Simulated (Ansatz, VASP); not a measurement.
**AlO5 in VASP and in Ansatz**

File INCAR:

```
SYSTEM = AlO5
PREC = Accurate ; ENCUT = 520
EDIFF = 1E-6 ; ISMEAR = 0
SIGMA = 0.1 ; LREAL = .FALSE.
LASPH = .TRUE. ; NELM = 80
ALGO = Normal ; ISIF = 2
LWAVE = .FALSE. ; LCHARG = .TRUE.
GGA = PE ; LELF = .TRUE.
LVHAR = .TRUE. ; NBANDS = 26
```

The input KPOINTS:

```
regular mesh
0
G
  6 6 6
  0 0 0
```

Contents of POSCAR:

```
AlO5
1.0
    4.4093956500      0.0000000000      0.0000000000
   -2.2046978300      3.8186486500      0.0000000000
    0.0000000000      0.0000000000      3.5876915700
Al O
1 5
Direct
    0.0000000000      0.0000000000      0.0000000000
    0.3333333300      0.6666666700      0.0000000000
    0.6666666700      0.3333333300      0.0000000000
    0.5000000000      0.0000000000      0.5000000000
    0.5000000000      0.5000000000      0.5000000000
    0.0000000000      0.5000000000      0.5000000000
```

Input for Ansatz:

```yaml
crystal:
  lattice:
    - [4.40939565, 0.0, 0.0]
    - [-2.20469783, 3.81864865, 0.0]
    - [0.0, 0.0, 3.58769157]
  atoms:
    - { symbol: Al, position: [0.0, 0.0, 0.0] }
    - { symbol: O, position: [0.33333333, 0.66666667, 0.0] }
    - { symbol: O, position: [0.66666667, 0.33333333, 0.0] }
    - { symbol: O, position: [0.5, 0.0, 0.5] }
    - { symbol: O, position: [0.5, 0.5, 0.5] }
    - { symbol: O, position: [0.0, 0.5, 0.5] }
basis:
  ecutwfc: 420
kpoints:
  mp_grid: { grid: [6, 6, 6] }
hamiltonian:
  xc: pbe
scf:
  occupations: { method: gaussian, width: 0.1 }
  lower_state_search: "off"
output:
  forces: true
  stress: true
  eigenvalues: true
```

Change from the starting cell: species swapped into the LaPt5 type (P6/mmm, No. 191).

Alike in both runs: task single point; functional PBE; k mesh 6 × 6 × 6; occupations gaussian, width 0.1 eV; no spin polarisation.

|  | VASP | Ansatz |
| --- | --- | --- |
| version | VASP 6.6.1 | Ansatz 0.2.0 |
| potentials or method | VASP PAW PBE potentials, release 64 (Al, O), cutoff 520 eV | scalar-relativistic, plane waves, PAW |
| valence electrons in the cell | 33 | 33 |

```csv
,VASP,Ansatz,Ansatz less VASP
gap on the k mesh at the Fermi level (eV),none,none,-
pressure (GPa),-12.3,-11.9,+0.34
"traceless stress, the component that is largest in VASP (GPa)",10.67,10.69,+0.019
```

A gap of «none» marks a metal or a gap that the smearing closes.
